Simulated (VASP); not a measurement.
# TePb4Se3 (P4/mmm) in VASP: single point with PBE

Aim: the single point of TePb4Se3 with PBE.

All numbers are computed with VASP 6.6.1; they aren't measurements. Logs are shortened: lines on timing, memory, paths and dates and some standing lists are left out, and cuts for length are marked.

## Step 1: The cell of the first run

The structure is tetragonal, space group P4/mmm (No. 123). The conventional cell has a = 4.469 Å, b = 4.469 Å, c = 12.610 Å, α = 90.00°, β = 90.00°, γ = 90.00°. Within 4.2 Å of Te (site symmetry 4/mmm) lie 6 Pb at 3.16 to 3.25 Å. Pb (site symmetry 4mm) has 5 Se at 3.06 to 3.16 Å and 1 Te at 3.25 Å within 4.0 Å. Pb (site symmetry 4/mmm) has 4 Te at 3.16 Å and 2 Se at 3.18 Å within 4.2 Å. Pb (site symmetry 4/mmm) has 6 Se at 3.12 to 3.16 Å within 4.1 Å. Within 4.1 Å of Se (site symmetry 4mm) lie 6 Pb at 3.12 to 3.18 Å. Se (site symmetry 4/mmm) has 6 Pb at 3.06 to 3.16 Å within 4.0 Å.

## Step 2: Single point, PBE

Input file INCAR:

```
ALGO = Normal
EDIFF = 1E-6
ENCUT = 520
GGA = PE
ISIF = 2
ISMEAR = 0
LASPH = True
LCHARG = True
LELF = True
LREAL = False
LVHAR = True
LWAVE = False
NBANDS = 50
NELM = 80
PREC = Accurate
SIGMA = 0.01
```

Input file KPOINTS:

```
k-points
0
Gamma
  8 8 4
```

Input file POSCAR:

```
TePb4Se3
1.0
    4.4692835497      0.0000000000      0.0000000000
    0.0000000000      4.4692835497      0.0000000000
    0.0000000000      0.0000000000     12.6103981786
Te Pb Se
1 4 3
Direct
    0.0000000000      0.0000000000      0.0000000000
    0.0000000000      0.0000000000      0.7425043988
    0.5000000000      0.5000000000      0.0000000000
    0.0000000000      0.0000000000      0.2574956012
    0.5000000000      0.5000000000      0.5000000000
    0.5000000000      0.5000000000      0.2522744258
    0.0000000000      0.0000000000      0.5000000000
    0.5000000000      0.5000000000      0.7477255742
```

Potentials or basis: VASP PAW PBE potentials, release 64 (Te, Pb_d, Se).

The run is started by

```console
$ cat potpaw_PBE.64/Te/POTCAR potpaw_PBE.64/Pb_d/POTCAR potpaw_PBE.64/Se/POTCAR > POTCAR
$ mpirun -np 1 vasp_std > vasp.out
```

OUTCAR:

```text
EDIFF = 1E-6
   ENCUT = 520
   GGA = PE
   ISIF = 2
   ISMEAR = 0
   LASPH = True
   LREAL = False
   NELM = 80
   PREC = Accurate

 ion  position               nearest neighbor table
   1  0.000  0.000  0.000-   3 3.16   3 3.16   3 3.16   3 3.16   4 3.25   2 3.25
   2  0.000  0.000  0.743-   7 3.06   8 3.16   8 3.16   8 3.16   8 3.16   1 3.25
   3  0.500  0.500  0.000-   1 3.16   1 3.16   1 3.16   1 3.16   8 3.18   6 3.18
   4  0.000  0.000  0.257-   7 3.06   6 3.16   6 3.16   6 3.16   6 3.16   1 3.25
   5  0.500  0.500  0.500-   6 3.12   8 3.12   7 3.16   7 3.16   7 3.16   7 3.16
   6  0.500  0.500  0.252-   5 3.12   4 3.16   4 3.16   4 3.16   4 3.16   3 3.18
   7  0.000  0.000  0.500-   2 3.06   4 3.06   5 3.16   5 3.16   5 3.16   5 3.16
   8  0.500  0.500  0.748-   5 3.12   2 3.16   2 3.16   2 3.16   2 3.16   3 3.18

  LATTYP: Found a simple tetragonal cell.
 ALAT       =     4.4692835497
 C/A-ratio  =     2.8215704012

  Lattice vectors:

 A1 = (   4.4692835497,   0.0000000000,   0.0000000000)
 A2 = (   0.0000000000,   4.4692835497,   0.0000000000)
 A3 = (   0.0000000000,   0.0000000000,  12.6103981786)

Analysis of symmetry for initial positions (statically):
=====================================================================
 Subroutine PRICEL returns:
 Original cell was already a primitive cell.

 Routine SETGRP: Setting up the symmetry group for a
 simple tetragonal supercell.

 Subroutine GETGRP returns: Found 16 space group operations
 (whereof 16 operations were pure point group operations)
 out of a pool of 16 trial point group operations.

The static configuration has the point symmetry D_4h.

Analysis of symmetry for dynamics (positions and initial velocities):
=====================================================================
 Subroutine PRICEL returns:
 Original cell was already a primitive cell.

 Routine SETGRP: Setting up the symmetry group for a
 simple tetragonal supercell.

 Subroutine GETGRP returns: Found 16 space group operations
 (whereof 16 operations were pure point group operations)
 out of a pool of 16 trial point group operations.

The dynamic configuration has the point symmetry D_4h.

 Subroutine INISYM returns: Found 16 space group operations
 (whereof 16 operations are pure point group operations),
 and found     1 'primitive' translations

----------------------------------------------------------------------------------------

                                     Primitive cell

  volume of cell :     251.8863

  direct lattice vectors                    reciprocal lattice vectors
     4.469283550  0.000000000  0.000000000     0.223749509  0.000000000  0.000000000
     0.000000000  4.469283550  0.000000000     0.000000000  0.223749509  0.000000000
     0.000000000  0.000000000 12.610398179     0.000000000  0.000000000  0.079299637

  length of vectors
     4.469283550  4.469283550 12.610398179     0.223749509  0.223749509  0.079299637

  position of ions in fractional coordinates (direct lattice)
     0.000000000  0.000000000  0.000000000
     0.000000000  0.000000000  0.742504399
     0.500000000  0.500000000  0.000000000
     0.000000000  0.000000000  0.257495601
     0.500000000  0.500000000  0.500000000
     0.500000000  0.500000000  0.252274426
     0.000000000  0.000000000  0.500000000
     0.500000000  0.500000000  0.747725574

  ion indices of the primitive-cell ions
   primitive index   ion index
                 1           1
                 2           2
                 3           3
                 4           4
                 5           5
                 6           6
                 7           7
                 8           8

----------------------------------------------------------------------------------------

 KPOINTS: k-points

Automatic generation of k-mesh.
 Grid dimensions read from file:
 generate k-points for:    8    8    4

 Generating k-lattice:

  Cartesian coordinates                     Fractional coordinates (reciprocal lattice)
     0.027968689  0.000000000  0.000000000     0.125000000  0.000000000  0.000000000
     0.000000000  0.027968689  0.000000000     0.000000000  0.125000000  0.000000000
     0.000000000  0.000000000  0.019824909     0.000000000  0.000000000  0.250000000

  Length of vectors
     0.027968689  0.027968689  0.019824909

  Shift w.r.t. Gamma in fractional coordinates (k-lattice)
     0.000000000  0.000000000  0.000000000

 Subroutine IBZKPT returns following result:
 ===========================================

 Found     45 irreducible k-points:

 Following reciprocal coordinates:
            Coordinates               Weight
  0.000000  0.000000  0.000000      1.000000
  0.125000  0.000000  0.000000      4.000000
  0.250000  0.000000  0.000000      4.000000
  0.375000  0.000000  0.000000      4.000000
  0.500000  0.000000  0.000000      2.000000
  0.125000  0.125000  0.000000      4.000000
[... 16 lines left out ...]
  0.375000  0.125000  0.250000     16.000000
  0.500000  0.125000  0.250000      8.000000
 [... further k-points ...]
   k-points           NKPTS =     45   k-points in BZ     NKDIM =     45   number of bands    NBANDS=     50
   number of dos      NEDOS =    301   number of ions     NIONS =      8
   total plane-waves  NPLWV = 124416
   dimension x,y,z NGX =    36 NGY =   36 NGZ =   96
   dimension x,y,z NGXF=    72 NGYF=   72 NGZF=  192
   ions per type =               1   4   3
   NGX,Y,Z   is equivalent  to a cutoff of  13.39, 13.39, 12.66 a.u.
   NGXF,Y,Z  is equivalent  to a cutoff of  26.78, 26.78, 25.31 a.u.
 SYSTEM =  unknown system
   PREC   = accura    normal or accurate (medium, high low for compatibility)
   ISTART =      0    job   : 0-new  1-cont  2-samecut
   ICHARG =      2    charge: 1-file 2-atom 10-const
   ISPIN  =      1    spin polarized calculation?
   LNONCOLLINEAR =      F non collinear calculations
   LSORBIT =      F    spin-orbit coupling
   LASPH  =      T    aspherical Exc in radial PAW
   ENCUT  =  520.0 eV  38.22 Ry    6.18 a.u.   8.31  8.31 23.45*2*pi/ulx,y,z
   NELM   =     80;   NELMIN=  2; NELMDL= -5     # of ELM steps
   EDIFF  = 0.1E-05   stopping-criterion for ELM
   LREAL  =      F    real-space projection
   EDIFFG = 0.1E-04   stopping-criterion for IOM
   NSW    =      0    number of steps for IOM
   IBRION =     -1    ionic relax: 0-MD 1-quasi-New 2-CG
   NFREE  =      0    steps in history (QN), initial steepest desc. (CG)
   ISIF   =      2    stress and relaxation
   ISYM   =      2    0-nonsym 1-usesym 2-fastsym
   POTIM  = 0.5000    time-step for ionic-motion
   TEBEG  =    0.0;   TEEND  =   0.0 temperature during run
   PSTRESS=    0.0 pullay stress
   NELECT =      80.0000    total number of electrons
   NUPDOWN=      -1.0000    fix difference up-down
   EMIN   =  10.00;   EMAX   =-10.00  energy-range for DOS
   EFERMI =   0.00;   METHOD = LEGACY
   ISMEAR =     0;   SIGMA  =   0.01  broadening in eV -4-tet -1-fermi 0-gaus
   EFERMI_NEDOS =   21; number of points for ismear=-14 and -15
   IALGO  =     38    algorithm
   IMIX   =      4    mixing-type and parameters
     AMIX     =   0.40;   BMIX     =  1.00
     AMIX_MAG =   1.60;   BMIX_MAG =  1.00
  volume/ion in A,a.u.               =      31.49       212.48
  Fermi-wavevector in a.u.,A,eV,Ry     =   1.116957  2.110743 16.974545  1.247594
  Thomas-Fermi vector in A             =   2.253576
   LORBIT       =      0    0 simple, 1 ext, 2 COOP (PROOUT), +10 PAW based schemes
   GGA     = PE    functional components
   LHFCALC =     F    Hartree Fock is set to
   AEXX    =    0.0000 exact exchange contribution
   IVDW    =     0    specifies the selected vdW correction
   LEPSILON=     F    determine dielectric tensor
   LRPA    =     F    only Hartree local field effects (RPA)
 non-spin polarized calculation
 Gauss-broadening in eV      SIGMA  =   0.01
  energy-cutoff  :      520.00
  volume of cell :      251.89
 maximum number of plane-waves:      6838
 NGX is ok and might be reduce to    36
   NGX = 17   NGY = 17   NGZ = 47

 number of electron      79.9999992 magnetization

 Free energy of the ion-electron system (eV)
  ---------------------------------------------------
  ext. energy  EPLUGINS =         0.00000000
  ---------------------------------------------------
  free energy    TOTEN  =       -31.96148157 eV

  energy without entropy =      -31.96148157  energy(sigma->0) =      -31.96148157

 E-fermi :   4.7514     XC(G=0):  -9.2344

 val. band max:        4.6902246644   @ k =   0.5000   0.0000   0.0000
 cond. band min:       4.9534788364   @ k =   0.5000   0.0000   0.0000
 fundamental gap:      0.2632541720
 Fermi energy:         4.7514372279

 k-point     1 :       0.0000    0.0000    0.0000
  band No.  band energies     occupation
      1     -12.2562      2.00000
      2     -12.2412      2.00000
      3     -12.2213      2.00000
      4     -12.2060      2.00000
      5     -12.2060      2.00000
      6     -12.1664      2.00000
[... 42 lines left out ...]
     49       9.0714      0.00000
     50       9.2865      0.00000

 k-point     2 :       0.1250    0.0000    0.0000
  band No.  band energies     occupation
      1     -12.2517      2.00000
      2     -12.2385      2.00000
      3     -12.2237      2.00000
      4     -12.2070      2.00000
      5     -12.2059      2.00000
      6     -12.1649      2.00000
[... 42 lines left out ...]
     49       8.7297      0.00000
     50       8.9563      0.00000

 k-point     3 :       0.2500    0.0000    0.0000
  band No.  band energies     occupation
      1     -12.2429      2.00000
      2     -12.2296      2.00000
      3     -12.2295      2.00000
      4     -12.2093      2.00000
      5     -12.2057      2.00000
      6     -12.1622      2.00000
[... 42 lines left out ...]
     49       8.0827      0.00000
     50       8.4878      0.00000

 k-point     4 :       0.3750    0.0000    0.0000
  band No.  band energies     occupation
      1     -12.2368      2.00000
      2     -12.2351      2.00000
      3     -12.2176      2.00000
      4     -12.2116      2.00000
      5     -12.2056      2.00000
      6     -12.1608      2.00000
[... 999 lines left out ...]
 k-point    23 :       0.3750    0.1250    0.2500
  band No.  band energies     occupation
      1     -12.2439      2.00000
      2     -12.2326      2.00000
      3     -12.2171      2.00000
      4     -12.2117      2.00000
      5     -12.2069      2.00000
      6     -12.1569      2.00000
[... 42 lines left out ...]
     49       8.1100      0.00000
     50       8.4900      0.00000

 k-point    24 :       0.5000    0.1250    0.2500
  band No.  band energies     occupation
      1     -12.2460      2.00000
      2     -12.2316      2.00000
      3     -12.2126      2.00000
      4     -12.2124      2.00000
      5     -12.2070      2.00000
      6     -12.1562      2.00000
[... 42 lines left out ...]
     49       7.6794      0.00000
     50       7.7327      0.00000

 [... further k-points ...]

------------------------ aborting loop because EDIFF is reached ----------------------------------------

  FORCE on cell =-STRESS in cart. coord.  units (eV):
  Direction    XX          YY          ZZ          XY          YZ          ZX
  --------------------------------------------------------------------------------------
  -------------------------------------------------------------------------------------
  Total       -0.0314816     -0.0314816     -0.0377424      0.0000000      0.0000000      0.0000000
  in kB       -0.2002453     -0.2002453     -0.2400684      0.0000000      0.0000000      0.0000000
  external PRESSURE =      -0.2135196 kB  Pullay stress =       0.0000000 kB

 VOLUME and BASIS-vectors are now :
 -----------------------------------------------------------------------------
  energy-cutoff  :      520.00
  volume of cell :      251.89
      direct lattice vectors                 reciprocal lattice vectors
     4.469283550  0.000000000  0.000000000     0.223749509  0.000000000  0.000000000
     0.000000000  4.469283550  0.000000000     0.000000000  0.223749509  0.000000000
     0.000000000  0.000000000 12.610398179     0.000000000  0.000000000  0.079299637

 POSITION                                       TOTAL-FORCE (eV/Angst)
 -----------------------------------------------------------------------------------
      0.00000      0.00000      0.00000        -0.000000     -0.000000     -0.000000
      0.00000      0.00000      9.36328        -0.000000     -0.000000      0.001527
      2.23464      2.23464      0.00000        -0.000000     -0.000000     -0.000000
      0.00000      0.00000      3.24712        -0.000000      0.000000     -0.001527
      2.23464      2.23464      6.30520        -0.000000     -0.000000     -0.000000
      2.23464      2.23464      3.18128         0.000000     -0.000000     -0.001422
      0.00000      0.00000      6.30520        -0.000000     -0.000000     -0.000000
      2.23464      2.23464      9.42912        -0.000000      0.000000      0.001422
 -----------------------------------------------------------------------------------
    total drift:                                0.000000      0.000000      0.000000

  FREE ENERGIE OF THE ION-ELECTRON SYSTEM (eV)
  ---------------------------------------------------
  free  energy   TOTEN  =       -31.9614815698 eV

  energy  without entropy=      -31.9614815698  energy(sigma->0) =      -31.96148157
```

Run time: 9.3 min. Hardware: 1 thread of Intel Xeon 8259CL, shared host; peak memory 0.62 GiB.

Results:

```yaml
Free_energy: -31.9615 eV
Pressure: 0.0 GPa
Band_gap_on_the_k_mesh: 0.26 eV
```

Levels at points of the mesh, in eV from the valence-band top:
```tsv
k point	band 36	band 37	band 38	band 39	band 40	band 41	band 42	band 43	band 44	band 45
(0.00, 0.00, 0.00)	-1.68	-1.59	-1.59	-1.50	-1.39	2.28	2.40	3.65	4.26	4.26
(0.50, 0.00, 0.00)	-0.93	-0.81	-0.73	-0.14	0.00	0.26	0.53	1.40	1.41	1.47
(0.50, 0.50, 0.00)	-2.86	-2.86	-2.84	-0.75	-0.54	1.75	1.83	3.70	3.70	4.57
(0.00, 0.00, 0.50)	-1.84	-1.78	-1.78	-1.09	-0.73	2.35	2.62	3.75	4.02	4.17
(0.50, 0.00, 0.50)	-0.95	-0.76	-0.67	-0.61	-0.24	0.87	0.90	1.00	1.32	1.57
(0.50, 0.50, 0.50)	-3.11	-2.15	-2.07	-1.94	-1.85	3.38	3.59	3.76	3.80	3.96
```

Caveat: spin-orbit coupling is left out, which moves the levels of the heavy elements. A k mesh can miss the band edges.
